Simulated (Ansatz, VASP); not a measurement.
## Two plane-wave programs on HfSeS4

INCAR

```
SYSTEM = HfSeS4
  PREC = Accurate
  ENCUT = 600
  EDIFF = 1E-7
  ISMEAR = 0
  SIGMA = 0.1
  LREAL = .FALSE.
  LASPH = .TRUE.
  NELM = 100
  ALGO = Normal
  ISIF = 3
  LWAVE = .FALSE.
  LCHARG = .FALSE.
  GGA = PE
  IBRION = 2
  NSW = 90
  EDIFFG = -0.04
```

File KPOINTS:

```
Automatic mesh
0
G
  4 4 4
  0 0 0
```

Contents of POSCAR:

```
HfSeS4
1.0
    4.0898748800      0.0000000000      0.0000000000
    0.0000000000      4.0898748800      0.0000000000
    0.0000000000      0.0000000000      6.8881479900
Hf Se S
1 1 4
Direct
    0.5000000000      0.5000000000      0.5000000000
    0.0000000000      0.0000000000      0.0000000000
    0.0000000000      0.0000000000      0.6038380300
    0.5000000000      0.5000000000      0.1051980000
    0.5000000000      0.5000000000      0.8948020000
    0.0000000000      0.0000000000      0.3961619700
```

Input for Ansatz:

```yaml
crystal:
  lattice:
    - [4.08987488, 0.0, 0.0]
    - [0.0, 4.08987488, 0.0]
    - [0.0, 0.0, 6.88814799]
  atoms:
    - { symbol: Hf, position: [0.5, 0.5, 0.5] }
    - { symbol: Se, position: [0.0, 0.0, 0.0] }
    - { symbol: S, position: [0.0, 0.0, 0.60383803] }
    - { symbol: S, position: [0.5, 0.5, 0.105198] }
    - { symbol: S, position: [0.5, 0.5, 0.894802] }
    - { symbol: S, position: [0.0, 0.0, 0.39616197] }
basis:
  ecutwfc: 420
kpoints:
  mp_grid: { grid: [4, 4, 4] }
hamiltonian:
  xc: pbe
scf:
  occupations: { method: gaussian, width: 0.1 }
  lower_state_search: "off"
output:
  forces: true
  stress: true
  eigenvalues: true
relax:
  adjacent_minimum: "off"
  f_tol: 0.04
  max_steps: 70
  cell: { stress_tol: 0.4 }
```

Change from the starting cell: species swapped into the CeDyC4 type (P4/mmm, No. 123).

Alike in both runs: task relaxation of cell and atoms; functional PBE; k mesh 4 × 4 × 4; occupations gaussian, width 0.1 eV; no spin polarisation.

```csv
,VASP,Ansatz
version,VASP 6.6.1,Ansatz 0.2.0
potentials or method,"VASP PAW PBE potentials, release 64 (Hf_pv, Se, S), cutoff 600 eV","scalar-relativistic, plane waves, PAW"
valence electrons in the cell,40,66
```

Ansatz gave:

- gap on the k mesh at the Fermi level, each at its own relaxed structure (eV): none
- relaxed volume (Å³/atom): 17.88
- relaxed length of the cell vector where the two differ most in proportion (Å): 3.330

Question: Estimate VASP's values.

Answer: gap on the k mesh at the Fermi level, each at its own relaxed structure (eV): none; relaxed volume (Å³/atom): 21.46; relaxed length of the cell vector where the two differ most in proportion (Å): 3.549.

A gap of «none» marks a metal or a gap that the smearing closes. One of these differences is far larger than is usual between the two programs; its cause wasn't traced. VASP's potentials hold 40 valence electrons a cell and Ansatz's 66, so a difference there can come from the potentials and not from the codes.

The k mesh is coarse, so the values compare programs but aren't converged. Spin-orbit coupling is off throughout.
